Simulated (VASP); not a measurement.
# LaMnIn (P-6m2) in VASP: further runs, part 2 of 2

VASP 6.6.1.

## 4. Single point, PBE, collinear spin, ferromagnetic start

This run uses another cell than the first one, of 25.45 Å³/atom.

Contents of INCAR:

```
  ALGO = Normal
  EDIFF = 1E-6
  ENCUT = 520
  GGA = PE
  ISIF = 2
  ISMEAR = -1
  ISPIN = 2
  LASPH = T
  LCHARG = F
  LMAXMIX = 6
  LORBIT = 11
  LREAL = F
  LWAVE = F
  MAGMOM = 0 0 4
  NBANDS = 30
  NELM = 150
  PREC = Accurate
  SIGMA = 0.05
```

Contents of KPOINTS:

```
k-points
0
Gamma
  6 6 6
```

Contents of POSCAR:

```
LaMnIn
1.0
    4.6392741625      0.0000000000      0.0000000000
   -2.3196370813      4.0177292799      0.0000000000
    0.0000000000      0.0000000000      4.0965590000
La In Mn
1 1 1
Direct
    0.0000000000      0.0000000000      0.0000000000
    0.3333333333      0.6666666667      0.5000000000
    0.6666666667      0.3333333333      0.5000000000
```

Potentials or basis: VASP PAW PBE potentials, release 64 (La, In_d, Mn_pv).

Command:

```
cat potpaw_PBE.64/La/POTCAR potpaw_PBE.64/In_d/POTCAR potpaw_PBE.64/Mn_pv/POTCAR > POTCAR
mpirun -np 1 vasp_std > vasp.out
```

OUTCAR:

```text
EDIFF = 1E-6
   ENCUT = 520
   GGA = PE
   ISIF = 2
   ISMEAR = -1
   ISPIN = 2
   LASPH = T
   LORBIT = 11
   LREAL = F
   NELM = 150
   PREC = Accurate

 ion  position               nearest neighbor table
   1  0.000  0.000  0.000-   2 3.37   3 3.37   2 3.37   3 3.37   3 3.37   3 3.37   2 3.37   2 3.37
                             3 3.37   3 3.37   2 3.37   2 3.37
   2  0.333  0.667  0.500-   3 2.68   3 2.68   3 2.68   1 3.37   1 3.37   1 3.37   1 3.37   1 3.37
                             1 3.37
   3  0.667  0.333  0.500-   2 2.68   2 2.68   2 2.68   1 3.37   1 3.37   1 3.37   1 3.37   1 3.37
                             1 3.37

  LATTYP: Found a hexagonal cell.
 ALAT       =     4.6392741625
 C/A-ratio  =     0.8830172256

  Lattice vectors:

 A1 = (   4.6392741625,   0.0000000000,   0.0000000000)
 A2 = (  -2.3196370813,   4.0177292799,   0.0000000000)
 A3 = (   0.0000000000,   0.0000000000,   4.0965590000)

Analysis of symmetry for initial positions (statically):
=====================================================================
 Subroutine PRICEL returns:
 Original cell was already a primitive cell.

 Routine SETGRP: Setting up the symmetry group for a
 hexagonal supercell.

 Subroutine GETGRP returns: Found 12 space group operations
 (whereof 12 operations were pure point group operations)
 out of a pool of 24 trial point group operations.

The static configuration has the point symmetry D_3h.

Analysis of symmetry for dynamics (positions and initial velocities):
=====================================================================
 Subroutine PRICEL returns:
 Original cell was already a primitive cell.

 Routine SETGRP: Setting up the symmetry group for a
 hexagonal supercell.

 Subroutine GETGRP returns: Found 12 space group operations
 (whereof 12 operations were pure point group operations)
 out of a pool of 24 trial point group operations.

The dynamic configuration has the point symmetry D_3h.

Analysis of structural, dynamic, and magnetic symmetry:
=====================================================================
 Subroutine PRICEL returns:
 Original cell was already a primitive cell.

 Routine SETGRP: Setting up the symmetry group for a
 hexagonal supercell.

 Subroutine GETGRP returns: Found 12 space group operations
 (whereof 12 operations were pure point group operations)
 out of a pool of 24 trial point group operations.

The overall configuration has the point symmetry D_3h.

 Subroutine INISYM returns: Found 12 space group operations
 (whereof 12 operations are pure point group operations),
 and found     1 'primitive' translations

----------------------------------------------------------------------------------------

                                     Primitive cell

  volume of cell :      76.3572

  direct lattice vectors                    reciprocal lattice vectors
     4.639274162  0.000000000  0.000000000     0.215550960  0.124448405  0.000000000
    -2.319637081  4.017729280  0.000000000     0.000000000  0.248896810  0.000000000
     0.000000000  0.000000000  4.096559000     0.000000000  0.000000000  0.244107311

  length of vectors
     4.639274162  4.639274163  4.096559000     0.248896810  0.248896810  0.244107311

[... 79 lines left out ...]
   LASPH  =      T    aspherical Exc in radial PAW
   ENCUT  =  520.0 eV  38.22 Ry    6.18 a.u.   8.63  8.63  7.62*2*pi/ulx,y,z
   NELM   =    150;   NELMIN=  2; NELMDL= -5     # of ELM steps
   EDIFF  = 0.1E-05   stopping-criterion for ELM
   LREAL  =      F    real-space projection
   EDIFFG = 0.1E-04   stopping-criterion for IOM
   NSW    =      0    number of steps for IOM
   IBRION =     -1    ionic relax: 0-MD 1-quasi-New 2-CG
   NFREE  =      0    steps in history (QN), initial steepest desc. (CG)
   ISIF   =      2    stress and relaxation
   ISYM   =      2    0-nonsym 1-usesym 2-fastsym
   POTIM  = 0.5000    time-step for ionic-motion
   TEBEG  =    0.0;   TEEND  =   0.0 temperature during run
   PSTRESS=    0.0 pullay stress
   NELECT =      37.0000    total number of electrons
   NUPDOWN=      -1.0000    fix difference up-down
   EMIN   =  10.00;   EMAX   =-10.00  energy-range for DOS
   EFERMI =   0.00;   METHOD = LEGACY
   ISMEAR =    -1;   SIGMA  =   0.05  broadening in eV -4-tet -1-fermi 0-gaus
   EFERMI_NEDOS =   21; number of points for ismear=-14 and -15
   IALGO  =     38    algorithm
   IMIX   =      4    mixing-type and parameters
     AMIX     =   0.40;   BMIX     =  1.00
     AMIX_MAG =   1.60;   BMIX_MAG =  1.00
  volume/ion in A,a.u.               =      25.45       171.76
  Fermi-wavevector in a.u.,A,eV,Ry     =   1.285855  2.429914 22.496197  1.653424
  Thomas-Fermi vector in A             =   2.417965
   LORBIT       =     11    0 simple, 1 ext, 2 COOP (PROOUT), +10 PAW based schemes
   GGA     = PE    functional components
   LHFCALC =     F    Hartree Fock is set to
   AEXX    =    0.0000 exact exchange contribution
   IVDW    =     0    specifies the selected vdW correction
   LEPSILON=     F    determine dielectric tensor
   LRPA    =     F    only Hartree local field effects (RPA)
 spin polarized calculation
  energy-cutoff  :      520.00
  volume of cell :       76.36
 maximum number of plane-waves:      2081
 NGX is ok and might be reduce to    36
   NGX = 17   NGY = 17   NGZ = 15

 number of electron      37.0000017 magnetization       3.2083973

 Free energy of the ion-electron system (eV)
  ---------------------------------------------------
  ext. energy  EPLUGINS =         0.00000000
  ---------------------------------------------------
  free energy    TOTEN  =       -16.63530012 eV

  energy without entropy =      -16.61634428  energy(sigma->0) =      -16.62582220

 E-fermi :   7.6817     XC(G=0): -10.3477

 val. band max:        7.6715016294   @ k =   0.1667   0.0000   0.5000
 cond. band min:       7.7043072556   @ k =   0.0000   0.0000   0.3333
 fundamental gap:      0.0328056262
 Fermi energy:         7.6816932907

 spin component 1

 k-point     1 :       0.0000    0.0000    0.0000
  band No.  band energies     occupation
      1     -42.2428      1.00000
      2     -42.2428      1.00000
      3     -42.1898      1.00000
      4     -24.8673      1.00000
      5      -8.5538      1.00000
      6      -8.5538      1.00000
[... 781 lines left out ...]
     29      10.0096      0.00000
     30      10.9869      0.00000

 [... further k-points ...]

 spin component 2

 k-point     1 :       0.0000    0.0000    0.0000
  band No.  band energies     occupation
      1     -38.4737      1.00000
      2     -38.4737      1.00000
      3     -38.4201      1.00000
      4     -24.9576      1.00000
      5      -8.6806      1.00000
      6      -8.6806      1.00000
[... 781 lines left out ...]
     29      10.0579      0.00000
     30      11.0810      0.00000

 [... further k-points ...]

------------------------ aborting loop because EDIFF is reached ----------------------------------------

  FORCE on cell =-STRESS in cart. coord.  units (eV):
  Direction    XX          YY          ZZ          XY          YZ          ZX
  --------------------------------------------------------------------------------------
  -------------------------------------------------------------------------------------
  Total        2.1116537      2.1116537      0.6527746     -0.0000000     -0.0000000      0.0000000
  in kB       44.3081242     44.3081242     13.6969504     -0.0000000     -0.0000000      0.0000000
  external PRESSURE =      34.1043996 kB  Pullay stress =       0.0000000 kB

 VOLUME and BASIS-vectors are now :
 -----------------------------------------------------------------------------
  energy-cutoff  :      520.00
  volume of cell :       76.36
      direct lattice vectors                 reciprocal lattice vectors
     4.639274162  0.000000000  0.000000000     0.215550960  0.124448405  0.000000000
    -2.319637081  4.017729280  0.000000000     0.000000000  0.248896810  0.000000000
     0.000000000  0.000000000  4.096559000     0.000000000  0.000000000  0.244107311

 POSITION                                       TOTAL-FORCE (eV/Angst)
 -----------------------------------------------------------------------------------
      0.00000      0.00000      0.00000         0.000000      0.000000      0.000000
     -0.00000      2.67849      2.04828         0.000000      0.000000      0.000000
      2.31964      1.33924      2.04828        -0.000000      0.000000      0.000000
 -----------------------------------------------------------------------------------
    total drift:                                0.000000     -0.000000     -0.000000

  FREE ENERGIE OF THE ION-ELECTRON SYSTEM (eV)
  ---------------------------------------------------
  free  energy   TOTEN  =       -16.6353001223 eV

  energy  without entropy=      -16.6163442784  energy(sigma->0) =      -16.62582220

 total charge

# of ion       s       p       d       f       tot
--------------------------------------------------
    1        2.028   5.634   0.740   0.102   8.505
    2        0.931   0.879   9.821   0.000  11.630
    3        0.349   6.188   4.958   0.000  11.495
--------------------------------------------------
tot          3.308  12.701  15.519   0.102  31.630

 magnetization (x)

# of ion       s       p       d       f       tot
--------------------------------------------------
    1       -0.004  -0.005  -0.161  -0.004  -0.174
    2       -0.008  -0.096   0.013   0.000  -0.091
    3        0.048   0.023   3.540   0.000   3.611
--------------------------------------------------
tot          0.036  -0.078   3.392  -0.004   3.346
```

OSZICAR:

```text
N       E                     dE             d eps       ncg     rms          rms(c)
DAV:   1     0.350867118609E+03    0.35087E+03   -0.16810E+04  3832   0.183E+03
DAV:   2     0.312045401168E+02   -0.31966E+03   -0.30021E+03  3376   0.368E+02
DAV:   3    -0.151289494714E+02   -0.46333E+02   -0.43664E+02  3802   0.151E+02
DAV:   4    -0.187823610414E+02   -0.36534E+01   -0.35779E+01  6284   0.411E+01
DAV:   5    -0.188850838967E+02   -0.10272E+00   -0.10250E+00  4740   0.576E+00    0.171E+01
DAV:   6    -0.356041070366E+02   -0.16719E+02   -0.94338E+01  5256   0.572E+01    0.524E+01
DAV:   7    -0.158606263984E+02    0.19743E+02   -0.58803E+01  4062   0.446E+01    0.107E+01
DAV:   8    -0.164643379710E+02   -0.60371E+00   -0.42712E+00  5484   0.975E+00    0.590E+00
DAV:   9    -0.165679722292E+02   -0.10363E+00   -0.38981E-01  5174   0.321E+00    0.362E+00
DAV:  10    -0.166263907881E+02   -0.58419E-01   -0.20649E-01  5096   0.211E+00    0.140E+00
DAV:  11    -0.166325190895E+02   -0.61283E-02   -0.10765E-01  5416   0.158E+00    0.667E-01
DAV:  12    -0.166349992421E+02   -0.24802E-02   -0.14109E-02  5260   0.736E-01    0.244E-01
DAV:  13    -0.166351812507E+02   -0.18201E-03   -0.32189E-03  5512   0.310E-01    0.191E-01
DAV:  14    -0.166352831900E+02   -0.10194E-03   -0.46073E-04  5486   0.134E-01    0.981E-02
DAV:  15    -0.166353004104E+02   -0.17220E-04   -0.13516E-04  4890   0.726E-02    0.333E-02
DAV:  16    -0.166353005317E+02   -0.12132E-06   -0.24109E-05  5522   0.288E-02    0.201E-02
DAV:  17    -0.166353001223E+02    0.40943E-06   -0.24657E-06  4564   0.108E-02
   1 F= -.16635300E+02 E0= -.16625822E+02  d E =-.189558E-01  mag=     3.2087
```

stdout:

```text
POSCAR found type information on POSCAR LaInMn
 POSCAR found :  3 types and       3 ions
 scaLAPACK will be used
 LDA part: xc-table for (Slater+PW92), standard interpolation
 POSCAR, INCAR and KPOINTS ok, starting setup
 FFT: planning ... GRIDC
 FFT: planning ... GRID_SOFT
 FFT: planning ... GRID
 WAVECAR not read
 entering main loop
```

Run time: 63 s. Hardware: 1 thread of Intel Xeon 6975P-C (Granite Rapids), shared host; peak memory 0.3 GiB.

What came out:

| Quantity | Value |
| --- | --- |
| Free energy | -16.6353 eV |
| Pressure | 3.4 GPa |
| Net moment | 3.21 μB per cell |
| Site moments | La -0.17; In -0.09; Mn +3.61 μB |
| Valence electrons inside the program's atomic spheres | La 8.51; In 11.63; Mn 11.49 |

Caveat: the cell stands under pressure; spin-orbit coupling is left out, which moves the levels of the heavy elements.

## 5. The runs side by side

```tsv
cell	gap on the mesh (eV)	pressure (GPa)	moment (μB)
a = 4.547, b = 4.547, c = 4.097 Å, angles 90.0, 90.0, 120.0°, 3 atoms	none	6.8	3.12
a = 4.593, b = 4.593, c = 4.097 Å, angles 90.0, 90.0, 120.0°, 3 atoms	none	4.9	3.15
a = 4.639, b = 4.639, c = 4.097 Å, angles 90.0, 90.0, 120.0°, 3 atoms	none	3.4	3.21
```

Alike in all rows: task single point; level PBE; potentials or basis VASP PAW PBE potentials, release 64 (La, In_d, Mn_pv); spin collinear, ferromagnetic start; k mesh 6 × 6 × 6; cutoff (eV) 520; smearing fermi-dirac 0.05 eV.

Caveats: the cell stands under pressure; spin-orbit coupling is left out, which moves the levels of the heavy elements.

Absolute energies hang on the potentials; compare differences alone.

The gap in the log of VASP goes by the Fermi energy; the results here count the filled bands.